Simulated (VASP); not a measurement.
**MnS: single point with PBE**

MnS:

```
Mn S
1.0
     0.00000    2.54312    2.54312
     2.54312    0.00000    2.54312
     2.54312    2.54312    0.00000
Mn S
1 1
Direct
  0.00000 0.00000 0.00000
  0.50000 0.50000 0.50000
```

| Quantity | Value |
| --- | --- |
| Program | VASP 6.6.1 |
| Task | single point |
| Functional | PBE |
| Potentials or basis | VASP PAW PBE potentials, release 64 (Mn_pv, S) |
| Cutoff | 520 eV |
| k mesh | 12 × 12 × 12 |
| Occupations | gaussian, width 0.05 eV |
| Spin | collinear spin, ferromagnetic start |
| Starting moments | [4.4, 0.0] μB |

- Pressure: 0.0 GPa
- Net moment: 4.45 μB per cell
- Site moments: Mn +4.07; S +0.08 μB
- Valence electrons inside the program's atomic spheres: Mn 11.38; S 3.74

Levels at points of the mesh, in eV from the Fermi level:
Spin up:
```csv
k point,band 9,band 10,band 11,band 12,band 13,band 14,band 15,band 16
"(0.00, 0.00, 0.00)",-3.33,-2.04,-2.04,-2.04,2.21,8.70,8.70,8.70
"(0.50, 0.00, 0.00)",-2.82,-2.41,0.61,0.61,2.81,5.39,5.39,9.31
"(0.50, 0.50, 0.00)",-3.04,-2.66,-2.66,-2.10,0.97,5.52,10.71,12.63
```
Spin down:
| k point | band 5 | band 6 | band 7 | band 8 | band 9 | band 10 |
| --- | --- | --- | --- | --- | --- | --- |
| (0.00, 0.00, 0.00) | -1.85 | -1.85 | -1.85 | 0.02 | 0.02 | 0.02 |
| (0.50, 0.00, 0.00) | -6.94 | -3.75 | -3.75 | 1.12 | 1.12 | 1.34 |
| (0.50, 0.50, 0.00) | -6.08 | -3.50 | -3.50 | -1.23 | 0.58 | 1.39 |

Run time: 2.9 min on 1 thread of Oxide Virtual Turin-like Processor, on a shared host, peak memory 0.19 GiB.

Caveat: a cell with one magnetic atom can't hold antiferromagnetic order, which such compounds often take; semilocal functionals often make such compounds metallic where correlation or magnetic order opens a gap, which also shifts bond lengths. With open d or f shells a metallic result of PBE can be an artefact of self-interaction; +U or a hybrid may open a gap.
